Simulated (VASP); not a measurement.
Runs of VASP 6.6.1 on Sc. The structure is that of space group Im-3m (No. 229), or close to it. The cells are those of the table. 

| task | cell | k mesh | cutoff (eV) | gap on the mesh (eV) | pressure (GPa) | relaxed volume (Å³/atom) |
| --- | --- | --- | --- | --- | --- | --- |
| single point | a = 2.869 Å, angles 109.5°, 1 atom | 8 × 8 × 8 | 520 | none | 22.8 | - |
| single point | a = 3.141 Å, angles 109.5°, 1 atom | 8 × 8 × 8 | 520 | none | -0.1 | - |
| relaxation of cell and atoms | relaxed from a = 3.141 Å, angles 109.5°, 1 atom | 16 × 16 × 16 | 600 | none | 0.0 | (a) |
| single point | a = 3.141 Å, angles 109.5°, 1 atom | 16 × 16 × 16 | 520 | none | 0.0 | - |
| relaxation of cell and atoms | relaxed from a = 2.869 Å, angles 109.5°, 1 atom | 8 × 8 × 8 | 600 | none | 0.1 | 23.78 |

Alike in all rows: level PBEsol; potentials or basis VASP PAW PBE potentials, release 64 (Sc_sv); no spin polarisation; smearing gaussian 0.1 eV.

Estimate the missing entries.

(a) 23.90.

Caveats: the PAW data sets were made with another functional, which shifts forces and pressure a little; the volume moved by over 15 % at a fixed basis, so the end points are rough (some runs).

A gap of «none» marks levels without a gap at the run's occupations.
